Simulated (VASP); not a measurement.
# GeSb2Te4 (R3m) in VASP: single point with PBE+D3(BJ)

Aim: the single point of GeSb2Te4 with PBE+D3(BJ).

Everything below comes from runs of VASP 6.6.1. Logs are shortened: lines on timing, memory, paths and dates and some standing lists are left out, and cuts for length are marked.

### 1 The cell of the first run

Symmetry: R3m, No. 160, trigonal system. The conventional cell has a = 4.309 Å, b = 4.309 Å, c = 41.691 Å, α = 90.00°, β = 90.00°, γ = 120.00°. Ge (site symmetry 3m) has 6 Te at 2.86 to 3.32 Å within 3.8 Å. Within 4.0 Å of Sb (site symmetry 3m) lie 6 Te at 3.02 to 3.21 Å. Sb (site symmetry 3m) has 6 Te at 3.03 to 3.16 Å within 4.0 Å. Te (site symmetry 3m) has 3 Ge at 2.86 Å and 3 Te at 3.80 Å within 3.9 Å. Te (site symmetry 3m) has 3 Sb at 3.02 Å and 3 Te at 3.80 Å within 4.0 Å. Te (site symmetry 3m) has 6 Sb at 3.16 to 3.21 Å and 12 Te at 4.31 to 4.48 Å within 4.5 Å. Within 4.0 Å of Te (site symmetry 3m) lie 3 Sb at 3.03 Å and 3 Ge at 3.32 Å.

### 2 Single point, PBE+D3(BJ)

Contents of INCAR:

```
ALGO     = Normal         # electronic algorithm
EDIFF    = 1E-6           # SCF threshold, eV
ENCUT    = 520            # plane-wave cutoff, eV
GGA      = PE             # functional
ISIF     = 2              # what is computed and relaxed
ISMEAR   = 0              # smearing method
IVDW     = 12             # dispersion correction
LASPH    = True           # aspherical terms in the spheres
LCHARG   = True           # write CHGCAR
LELF     = True           # ELF
LREAL    = False          # projectors in reciprocal space
LVHAR    = True         
LWAVE    = False          # write WAVECAR
NBANDS   = 33             # bands
NELM     = 60             # most SCF steps
PREC     = Accurate       # precision mode
SIGMA    = 0.1            # smearing width, eV
```

Contents of KPOINTS:

```
k-points
0
Gamma
  6 6 6
```

Contents of POSCAR:

```
GeSb2Te4
1.0
    2.1547300800      1.2440339900     13.8970814100
   -2.1547300800      1.2440339900     13.8970814100
    0.0000000000     -2.4880679800     13.8970814100
Ge Sb Te
1 2 4
Direct
    0.5704570000      0.5704570000      0.5704570000
    0.4265280000      0.4265280000      0.4265280000
    0.9979880000      0.9979880000      0.9979880000
    0.8697700000      0.8697700000      0.8697700000
    0.1341650000      0.1341650000      0.1341650000
    0.7113700000      0.7113700000      0.7113700000
    0.2897210000      0.2897210000      0.2897210000
```

Potentials or basis: VASP PAW PBE potentials, release 64 (Ge_d, Sb, Te).

Command:

```sh
> cat potpaw_PBE.64/Ge_d/POTCAR potpaw_PBE.64/Sb/POTCAR potpaw_PBE.64/Te/POTCAR > POTCAR
> mpirun -np 1 vasp_std > vasp.out
```

OUTCAR:

```text
EDIFF = 1E-6
   ENCUT = 520
   GGA = PE
   ISIF = 2
   ISMEAR = 0
   IVDW = 12
   LASPH = True
   LREAL = False
   NELM = 60
   PREC = Accurate
 IVDW          = 12

 ion  position               nearest neighbor table
   1  0.570  0.570  0.570-   4 2.86   4 2.86   4 2.86
   2  0.427  0.427  0.427-   5 3.02   5 3.02   5 3.02   6 3.21   6 3.21   6 3.21
   3  0.998  0.998  0.998-   7 3.03   7 3.03   7 3.03   6 3.16   6 3.16   6 3.16
   4  0.870  0.870  0.870-   1 2.86   1 2.86   1 2.86
   5  0.134  0.134  0.134-   2 3.02   2 3.02   2 3.02
   6  0.711  0.711  0.711-   3 3.16   3 3.16   3 3.16   2 3.21   2 3.21   2 3.21
   7  0.290  0.290  0.290-   3 3.03   3 3.03   3 3.03

  LATTYP: Found a trigonal (rhomboedric) cell.
 ALAT       =    14.1180506446
 COS(alpha) =     0.9534128361

  Lattice vectors:

 A1 = (   2.1547300800,   1.2440339900,  13.8970814100)
 A2 = (  -2.1547300800,   1.2440339900,  13.8970814100)
 A3 = (   0.0000000000,  -2.4880679800,  13.8970814100)

Analysis of symmetry for initial positions (statically):
=====================================================================
 Subroutine PRICEL returns:
 Original cell was already a primitive cell.

 Routine SETGRP: Setting up the symmetry group for a
 trigonal (rhombohedral) supercell.

 Subroutine GETGRP returns: Found  6 space group operations
 (whereof  6 operations were pure point group operations)
 out of a pool of 12 trial point group operations.

The static configuration has the point symmetry C_3v.

Analysis of symmetry for dynamics (positions and initial velocities):
=====================================================================
 Subroutine PRICEL returns:
 Original cell was already a primitive cell.

 Routine SETGRP: Setting up the symmetry group for a
 trigonal (rhombohedral) supercell.

 Subroutine GETGRP returns: Found  6 space group operations
 (whereof  6 operations were pure point group operations)
 out of a pool of 12 trial point group operations.

The dynamic configuration has the point symmetry C_3v.

 Subroutine INISYM returns: Found  6 space group operations
 (whereof  6 operations are pure point group operations),
 and found     1 'primitive' translations

----------------------------------------------------------------------------------------

                                     Primitive cell

  volume of cell :     223.5116

  direct lattice vectors                    reciprocal lattice vectors
     2.154730080  1.244033990 13.897081410     0.232047626  0.133972760  0.023985852
    -2.154730080  1.244033990 13.897081410    -0.232047626  0.133972760  0.023985852
     0.000000000 -2.488067980 13.897081410     0.000000000 -0.267945519  0.023985852

  length of vectors
    14.118050645 14.118050645 14.118050644     0.269016955  0.269016955  0.269016955

  position of ions in fractional coordinates (direct lattice)
     0.570457000  0.570457000  0.570457000
     0.426528000  0.426528000  0.426528000
     0.997988000  0.997988000  0.997988000
     0.869770000  0.869770000  0.869770000
     0.134165000  0.134165000  0.134165000
     0.711370000  0.711370000  0.711370000
     0.289721000  0.289721000  0.289721000

  ion indices of the primitive-cell ions
   primitive index   ion index
                 1           1
                 2           2
                 3           3
                 4           4
                 5           5
                 6           6
                 7           7

----------------------------------------------------------------------------------------

 KPOINTS: k-points

Automatic generation of k-mesh.
 Grid dimensions read from file:
 generate k-points for:    6    6    6

 Generating k-lattice:

  Cartesian coordinates                     Fractional coordinates (reciprocal lattice)
     0.038674604  0.022328793  0.003997642     0.166666667  0.000000000  0.000000000
    -0.038674604  0.022328793  0.003997642     0.000000000  0.166666667  0.000000000
     0.000000000 -0.044657587  0.003997642     0.000000000  0.000000000  0.166666667

  Length of vectors
     0.044836159  0.044836159  0.044836159

  Shift w.r.t. Gamma in fractional coordinates (k-lattice)
     0.000000000  0.000000000  0.000000000

 Subroutine IBZKPT returns following result:
 ===========================================

 Found     32 irreducible k-points:

 Following reciprocal coordinates:
            Coordinates               Weight
  0.000000  0.000000  0.000000      1.000000
  0.166667  0.000000  0.000000      6.000000
  0.333333  0.000000 -0.000000      6.000000
  0.500000  0.000000 -0.000000      3.000000
  0.166667  0.166667  0.000000      6.000000
  0.333333  0.166667 -0.000000     12.000000
[... 16 lines left out ...]
  0.500000  0.500000  0.166667      6.000000
 -0.333333  0.500000  0.166667     12.000000
 [... further k-points ...]
   k-points           NKPTS =     32   k-points in BZ     NKDIM =     32   number of bands    NBANDS=     33
   number of dos      NEDOS =    301   number of ions     NIONS =      7
   total plane-waves  NPLWV = ******
   dimension x,y,z NGX =   108 NGY =  108 NGZ =  108
   dimension x,y,z NGXF=   216 NGYF=  216 NGZF=  216
   ions per type =               1   2   4
   NGX,Y,Z   is equivalent  to a cutoff of  12.72, 12.72, 12.72 a.u.
   NGXF,Y,Z  is equivalent  to a cutoff of  25.43, 25.43, 25.43 a.u.
 SYSTEM =  unknown system
   PREC   = accura    normal or accurate (medium, high low for compatibility)
   ISTART =      0    job   : 0-new  1-cont  2-samecut
   ICHARG =      2    charge: 1-file 2-atom 10-const
   ISPIN  =      1    spin polarized calculation?
   LNONCOLLINEAR =      F non collinear calculations
   LSORBIT =      F    spin-orbit coupling
   LASPH  =      T    aspherical Exc in radial PAW
   ENCUT  =  520.0 eV  38.22 Ry    6.18 a.u.  26.25 26.25 26.25*2*pi/ulx,y,z
   NELM   =     60;   NELMIN=  2; NELMDL= -5     # of ELM steps
   EDIFF  = 0.1E-05   stopping-criterion for ELM
   LREAL  =      F    real-space projection
   EDIFFG = 0.1E-04   stopping-criterion for IOM
   NSW    =      0    number of steps for IOM
   IBRION =     -1    ionic relax: 0-MD 1-quasi-New 2-CG
   NFREE  =      0    steps in history (QN), initial steepest desc. (CG)
   ISIF   =      2    stress and relaxation
   ISYM   =      2    0-nonsym 1-usesym 2-fastsym
   POTIM  = 0.5000    time-step for ionic-motion
   TEBEG  =    0.0;   TEEND  =   0.0 temperature during run
   PSTRESS=    0.0 pullay stress
   NELECT =      48.0000    total number of electrons
   NUPDOWN=      -1.0000    fix difference up-down
   EMIN   =  10.00;   EMAX   =-10.00  energy-range for DOS
   EFERMI =   0.00;   METHOD = LEGACY
   ISMEAR =     0;   SIGMA  =   0.10  broadening in eV -4-tet -1-fermi 0-gaus
   EFERMI_NEDOS =   21; number of points for ismear=-14 and -15
   IALGO  =     38    algorithm
   IMIX   =      4    mixing-type and parameters
     AMIX     =   0.40;   BMIX     =  1.00
     AMIX_MAG =   1.60;   BMIX_MAG =  1.00
  volume/ion in A,a.u.               =      31.93       215.48
  Fermi-wavevector in a.u.,A,eV,Ry     =   0.980367  1.852625 13.076818  0.961119
  Thomas-Fermi vector in A             =   2.111291
   LORBIT       =      0    0 simple, 1 ext, 2 COOP (PROOUT), +10 PAW based schemes
   GGA     = PE    functional components
   LHFCALC =     F    Hartree Fock is set to
   AEXX    =    0.0000 exact exchange contribution
   IVDW    =    12    specifies the selected vdW correction
   LEPSILON=     F    determine dielectric tensor
   LRPA    =     F    only Hartree local field effects (RPA)
 non-spin polarized calculation
 Gauss-broadening in eV      SIGMA  =   0.10
  energy-cutoff  :      520.00
  volume of cell :      223.51
 maximum number of plane-waves:      6040
 NGX is ok and might be reduce to   108
   NGX = 53   NGY = 53   NGZ = 53

 number of electron      47.9999998 magnetization

 Free energy of the ion-electron system (eV)
  ---------------------------------------------------
  ext. energy  EPLUGINS =         0.00000000
  ---------------------------------------------------
  free energy    TOTEN  =       -26.12946007 eV

  energy without entropy =      -26.12931380  energy(sigma->0) =      -26.12938693

 E-fermi :   6.1074     XC(G=0):  -9.2279

 val. band max:        5.9274993508   @ k =   0.3333   0.1667   0.1667
 cond. band min:       6.2734266453   @ k =   0.5000   0.5000  -0.0000
 fundamental gap:      0.3459272944
 Fermi energy:         6.1073920711

 k-point     1 :       0.0000    0.0000    0.0000
  band No.  band energies     occupation
      1     -18.7353      2.00000
      2     -18.7353      2.00000
      3     -18.7264      2.00000
      4     -18.7264      2.00000
      5     -18.7238      2.00000
      6      -7.1436      2.00000
[... 25 lines left out ...]
     32       8.3150      0.00000
     33       8.3150      0.00000

 k-point     2 :       0.1667    0.0000    0.0000
  band No.  band energies     occupation
      1     -18.7357      2.00000
      2     -18.7348      2.00000
      3     -18.7266      2.00000
      4     -18.7264      2.00000
      5     -18.7235      2.00000
      6      -6.9004      2.00000
[... 25 lines left out ...]
     32       8.5901      0.00000
     33       9.1199      0.00000
[... 754 lines left out ...]
     32       9.3526      0.00000
     33       9.5973      0.00000

 k-point    24 :      -0.3333    0.5000    0.1667
  band No.  band energies     occupation
      1     -18.7366      2.00000
      2     -18.7339      2.00000
      3     -18.7271      2.00000
      4     -18.7264      2.00000
      5     -18.7224      2.00000
      6      -5.6200      2.00000
[... 25 lines left out ...]
     32       9.6849      0.00000
     33       9.9835      0.00000

 [... further k-points ...]

------------------------ aborting loop because EDIFF is reached ----------------------------------------

 Edisp (eV)   -2.96519

 E8    (eV) :    -1.3651

  FORCE on cell =-STRESS in cart. coord.  units (eV):
  Direction    XX          YY          ZZ          XY          YZ          ZX
  --------------------------------------------------------------------------------------
  -------------------------------------------------------------------------------------
  Total      -2.65030    -2.65030    -2.21920     0.00000     0.00000     0.00000
  in kB     -18.99789   -18.99789   -15.90768     0.00000     0.00000     0.00000
  external pressure =      -17.97 kB  Pullay stress =        0.00 kB

 VOLUME and BASIS-vectors are now :
 -----------------------------------------------------------------------------
  energy-cutoff  :      520.00
  volume of cell :      223.51
      direct lattice vectors                 reciprocal lattice vectors
     2.154730080  1.244033990 13.897081410     0.232047626  0.133972760  0.023985852
    -2.154730080  1.244033990 13.897081410    -0.232047626  0.133972760  0.023985852
     0.000000000 -2.488067980 13.897081410     0.000000000 -0.267945519  0.023985852

 POSITION                                       TOTAL-FORCE (eV/Angst)
 -----------------------------------------------------------------------------------
      0.00000      0.00000     23.78306         0.000000      0.000000     -0.031964
      0.00000      0.00000     17.78248         0.000000      0.000000      0.018512
      0.00000      0.00000     41.60736         0.000000      0.000000     -0.044090
      0.00000      0.00000     36.26179         0.000000      0.000000     -0.030952
      0.00000      0.00000      5.59351         0.000000      0.000000     -0.023606
      0.00000      0.00000     29.65790         0.000000      0.000000      0.013245
      0.00000      0.00000     12.07883         0.000000     -0.000000      0.098855
 -----------------------------------------------------------------------------------
    total drift:                               -0.000000     -0.000000      0.000349

  FREE ENERGIE OF THE ION-ELECTRON SYSTEM (eV)
  ---------------------------------------------------
  free  energy   TOTEN  =       -29.0946532127 eV

  energy  without entropy=      -29.0945069498  energy(sigma->0) =      -29.09458008
```

Run time: 47 min. Hardware: 1 thread of Intel Xeon Platinum 8375C at 2.90GHz (Ice Lake), shared host; peak memory 2 GiB.

What came out:

```yaml
Free_energy: -29.0947 eV
Pressure: -1.8 GPa
Largest_force: 0.099 eV/Å
Band_gap_on_the_k_mesh: 0.35 eV (least direct gap 0.42 eV)
Dispersion_energy_per_atom: -0.424 eV
```

Forces in eV/Å, atoms in the order of the input:
```
Ge   0.000  0.000 -0.032
Sb   0.000  0.000  0.019
Sb   0.000  0.000 -0.044
Te   0.000  0.000 -0.031
Te   0.000  0.000 -0.024
Te   0.000  0.000  0.013
Te   0.000  0.000  0.099
```

Stress tensor (GPa, compression positive):
```
-1.90  0.00  0.00
 0.00 -1.90  0.00
 0.00  0.00 -1.59
```

Caveat: spin-orbit coupling is left out, which moves the levels of the heavy elements.
